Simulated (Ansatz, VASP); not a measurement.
**One calculation of BiBTe3, two programs**

Contents of INCAR:

```
SYSTEM = BiBTe3
PREC = Accurate
ENCUT = 520
EDIFF = 1E-6
ISMEAR = 0
SIGMA = 0.1
LREAL = .False.
LASPH = .True.
NELM = 80
ALGO = Normal
ISIF = 2
LWAVE = .False.
LCHARG = .False.
GGA = PE
NBANDS = 26
```

KPOINTS

```
regular mesh
0
Gamma
  4 4 2
  0 0 0
```

The input POSCAR:

```
BiBTe3
1.0
    4.3155205400      0.0000000000      0.0000000000
    0.0000000000      4.3155205400      0.0000000000
    0.0000000000      0.0000000000      9.3735487900
B Bi Te
1 1 3
Direct
    0.5000000000      0.5000000000      0.5000000000
    0.0000000000      0.0000000000      0.5000000000
    0.0000000000      0.0000000000      0.7139505300
    0.0000000000      0.0000000000      0.2860494700
    0.0000000000      0.0000000000      0.0000000000
```

Input for Ansatz:

```yaml
crystal:
  lattice:
    - [4.31552054, 0.0, 0.0]
    - [0.0, 4.31552054, 0.0]
    - [0.0, 0.0, 9.37354879]
  atoms:
    - { symbol: B, position: [0.5, 0.5, 0.5] }
    - { symbol: Bi, position: [0.0, 0.0, 0.5] }
    - { symbol: Te, position: [0.0, 0.0, 0.71395053] }
    - { symbol: Te, position: [0.0, 0.0, 0.28604947] }
    - { symbol: Te, position: [0.0, 0.0, 0.0] }
basis:
  ecutwfc: 420
kpoints:
  mp_grid: { grid: [4, 4, 2] }
hamiltonian:
  xc: pbe
scf:
  occupations: { method: gaussian, width: 0.1 }
  lower_state_search: "off"
output:
  forces: true
  stress: true
  eigenvalues: true
```

Alike in both runs: task single point; functional PBE; k mesh 4 × 4 × 2; occupations gaussian, width 0.1 eV; no spin polarisation.

```csv
,VASP,Ansatz
version,VASP 6.6.1,Ansatz 0.2.0
potentials or method,"VASP PAW PBE potentials, release 64 (B, Bi_d, Te), cutoff 520 eV","scalar-relativistic, plane waves, PAW"
valence electrons in the cell,36,66
```

VASP gave:

* gap on the k mesh at the Fermi level (eV): none
* rms of the force components (eV/Å): 11.276

**Question.** Which values does Ansatz return?

**Answer.** gap on the k mesh at the Fermi level (eV): none; rms of the force components (eV/Å): 11.226.

Atom by atom the forces differ by 0.049 eV/Å (rms over components). A gap of «none» marks a metal or a gap that the smearing closes. With one functional, cell and mesh, what is left measures potentials, basis and numerics. VASP's potentials hold 36 valence electrons a cell and Ansatz's 66, so a difference there can come from the potentials and not from the codes.

The k mesh is coarse, so the values compare programs but aren't converged. Spin-orbit coupling is off throughout.
